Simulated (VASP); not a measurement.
# LiF (P1) in VASP: single point with PBE

Aim: the single point of LiF with PBE.

Everything below comes from runs of VASP 6.6.1. Logs are shortened: lines on timing, memory, paths and dates and some standing lists are left out, and cuts for length are marked.

## (1) The cell of the first run

The typed cell holds 2 atoms: a = 2.560 Å, b = 2.560 Å, c = 2.560 Å, α = 90.00°, β = 90.00°, γ = 90.00°.

## (2) Single point, PBE (one atom moved)

The input, INCAR:

```
ALGO = Normal
EDIFF = 1E-6
ENCUT = 520
GGA = PE
ISIF = 2
ISMEAR = 0
LASPH = T
LCHARG = F
LREAL = F
LWAVE = F
NBANDS = 12
NELM = 80
PREC = Accurate
SIGMA = 0.02
```

The input, KPOINTS:

```
k-points
0
Gamma
  10 10 10
```

The input, POSCAR:

```
LiF
1.0
    2.5595330000      0.0000000000      0.0000000000
    0.0000000000      2.5595330000      0.0000000000
    0.0000000000      0.0000000000      2.5595330000
Li F
1 1
Direct
   -0.0035670570     -0.0225001983     -0.0539942247
    0.5000000000      0.5000000000      0.5000000000
```

Potentials or basis: VASP PAW PBE potentials, release 64 (Li_sv, F).

Started as:

```sh
$ cat potpaw_PBE.64/Li_sv/POTCAR potpaw_PBE.64/F/POTCAR > POTCAR
$ mpirun -np 1 vasp_std > vasp.out
```

OUTCAR:

```text
EDIFF = 1E-6
   ENCUT = 520
   GGA = PE
   ISIF = 2
   ISMEAR = 0
   LASPH = T
   LREAL = F
   NELM = 80
   PREC = Accurate

 ion  position               nearest neighbor table
   1  0.996  0.977  0.946-   2 2.10   2 2.11   2 2.17   2 2.18
   2  0.500  0.500  0.500-   1 2.10   1 2.11   1 2.17   1 2.18

  LATTYP: Found a simple cubic cell.
 ALAT       =     2.5595330000

  Lattice vectors:

 A1 = (   2.5595330000,   0.0000000000,   0.0000000000)
 A2 = (   0.0000000000,   2.5595330000,   0.0000000000)
 A3 = (   0.0000000000,   0.0000000000,   2.5595330000)

Analysis of symmetry for initial positions (statically):
=====================================================================
 Subroutine PRICEL returns:
 Original cell was already a primitive cell.

 Routine SETGRP: Setting up the symmetry group for a
 simple cubic supercell.

 Subroutine GETGRP returns: Found  1 space group operations
 (whereof  1 operations were pure point group operations)
 out of a pool of 48 trial point group operations.

The static configuration has the point symmetry C_1 .

Analysis of symmetry for dynamics (positions and initial velocities):
=====================================================================
 Subroutine PRICEL returns:
 Original cell was already a primitive cell.

 Routine SETGRP: Setting up the symmetry group for a
 simple cubic supercell.

 Subroutine GETGRP returns: Found  1 space group operations
 (whereof  1 operations were pure point group operations)
 out of a pool of 48 trial point group operations.

The dynamic configuration has the point symmetry C_1 .

 Subroutine INISYM returns: Found  1 space group operations
 (whereof  1 operations are pure point group operations),
 and found     1 'primitive' translations

----------------------------------------------------------------------------------------

                                     Primitive cell

  volume of cell :      16.7680

  direct lattice vectors                    reciprocal lattice vectors
     2.559533000  0.000000000  0.000000000     0.390696272  0.000000000  0.000000000
     0.000000000  2.559533000  0.000000000     0.000000000  0.390696272  0.000000000
     0.000000000  0.000000000  2.559533000     0.000000000  0.000000000  0.390696272

  length of vectors
     2.559533000  2.559533000  2.559533000     0.390696272  0.390696272  0.390696272

  position of ions in fractional coordinates (direct lattice)
     0.996432943  0.977499802  0.946005775
[... 82 lines left out ...]
   IBRION =     -1    ionic relax: 0-MD 1-quasi-New 2-CG
   NFREE  =      0    steps in history (QN), initial steepest desc. (CG)
   ISIF   =      2    stress and relaxation
   ISYM   =      2    0-nonsym 1-usesym 2-fastsym
   POTIM  = 0.5000    time-step for ionic-motion
   TEBEG  =    0.0;   TEEND  =   0.0 temperature during run
   PSTRESS=    0.0 pullay stress
   NELECT =      10.0000    total number of electrons
   NUPDOWN=      -1.0000    fix difference up-down
   EMIN   =  10.00;   EMAX   =-10.00  energy-range for DOS
   EFERMI =   0.00;   METHOD = LEGACY
   ISMEAR =     0;   SIGMA  =   0.02  broadening in eV -4-tet -1-fermi 0-gaus
   EFERMI_NEDOS =   21; number of points for ismear=-14 and -15
   IALGO  =     38    algorithm
   IMIX   =      4    mixing-type and parameters
     AMIX     =   0.40;   BMIX     =  1.00
     AMIX_MAG =   1.60;   BMIX_MAG =  1.00
  volume/ion in A,a.u.               =       8.38        56.58
  Fermi-wavevector in a.u.,A,eV,Ry     =   1.377994  2.604032 25.835673  1.898868
  Thomas-Fermi vector in A             =   2.503097
   LORBIT       =      0    0 simple, 1 ext, 2 COOP (PROOUT), +10 PAW based schemes
   GGA     = PE    functional components
   LHFCALC =     F    Hartree Fock is set to
   AEXX    =    0.0000 exact exchange contribution
   IVDW    =     0    specifies the selected vdW correction
   LEPSILON=     F    determine dielectric tensor
   LRPA    =     F    only Hartree local field effects (RPA)
 non-spin polarized calculation
 Gauss-broadening in eV      SIGMA  =   0.02
  energy-cutoff  :      520.00
  volume of cell :       16.77
 maximum number of plane-waves:       468
   NGX =  9   NGY =  9   NGZ =  9

 number of electron      10.0000016 magnetization

 Free energy of the ion-electron system (eV)
  ---------------------------------------------------
  ext. energy  EPLUGINS =         0.00000000
  ---------------------------------------------------
  free energy    TOTEN  =        -9.05244716 eV

  energy without entropy =       -9.05244716  energy(sigma->0) =       -9.05244716

 E-fermi :   0.1959     XC(G=0):  -9.9223

 val. band max:        0.0666120748   @ k =   0.5000   0.5000   0.0000
 cond. band min:       7.5589504126   @ k =   0.0000   0.0000   0.0000
 fundamental gap:      7.4923383378
 Fermi energy:         0.1959195753

 k-point     1 :       0.0000    0.0000    0.0000
  band No.  band energies     occupation
      1     -42.7558      2.00000
      2     -20.7300      2.00000
      3      -0.6192      2.00000
      4      -0.6142      2.00000
      5      -0.5879      2.00000
      6       7.5590      0.00000
      7      18.5554      0.00000
      8      18.8544      0.00000
      9      21.0223      0.00000
     10      21.1256      0.00000
     11      21.5608      0.00000
     12      38.2470      0.00000
[... 331 lines left out ...]
 k-point    24 :       0.0000    0.2000    0.1000
  band No.  band energies     occupation
      1     -42.7354      2.00000
      2     -20.5364      2.00000
      3      -1.7589      2.00000
      4      -0.8073      2.00000
      5      -0.4542      2.00000
      6       8.6093      0.00000
      7      15.8605      0.00000
      8      18.2339      0.00000
      9      20.8794      0.00000
     10      22.8389      0.00000
     11      26.7025      0.00000
     12      31.7615      0.00000

 [... further k-points ...]
[... 5 lines left out ...]
  --------------------------------------------------------------------------------------
  -------------------------------------------------------------------------------------
  Total       -0.0092879      0.0003771      0.0507815      0.0026740      0.0350866      0.0057068
  in kB       -0.8874549      0.0360321      4.8521509      0.2554976      3.3525078      0.5452865
  external PRESSURE =       1.3335760 kB  Pullay stress =       0.0000000 kB

 VOLUME and BASIS-vectors are now :
 -----------------------------------------------------------------------------
  energy-cutoff  :      520.00
  volume of cell :       16.77
      direct lattice vectors                 reciprocal lattice vectors
     2.559533000  0.000000000  0.000000000     0.390696272  0.000000000  0.000000000
     0.000000000  2.559533000  0.000000000     0.000000000  0.390696272  0.000000000
     0.000000000  0.000000000  2.559533000     0.000000000  0.000000000  0.390696272

 POSITION                                       TOTAL-FORCE (eV/Angst)
 -----------------------------------------------------------------------------------
      2.55040      2.50194      2.42133        -0.001788     -0.012563     -0.043282
      1.27977      1.27977      1.27977         0.001788      0.012563      0.043282
 -----------------------------------------------------------------------------------
    total drift:                                0.000033      0.000211      0.000469

  FREE ENERGIE OF THE ION-ELECTRON SYSTEM (eV)
  ---------------------------------------------------
  free  energy   TOTEN  =        -9.0524471573 eV

  energy  without entropy=       -9.0524471573  energy(sigma->0) =       -9.05244716
```

Run time: 46 s. Hardware: 1 thread of Intel Xeon Platinum 8259CL at 2.50GHz (Skylake/Cascade Lake), shared host; peak memory 0.19 GiB.

Results:

| Quantity | Value |
| --- | --- |
| Free energy | -9.0524 eV |
| Largest force | 0.045 eV/Å |
| Band gap on the k mesh | 7.49 eV, indirect (least direct gap 8.15 eV) |

Forces on the atoms (eV/Å):
```
Li  -0.002 -0.013 -0.043
F    0.002  0.013  0.043
```

Caveat: the cell differs from its parent crystal (one atom moved); the cutoff is under 1.25 times the usual one of these potentials, so pressure, stress and relaxed cells hold a basis-set (Pulay) error.
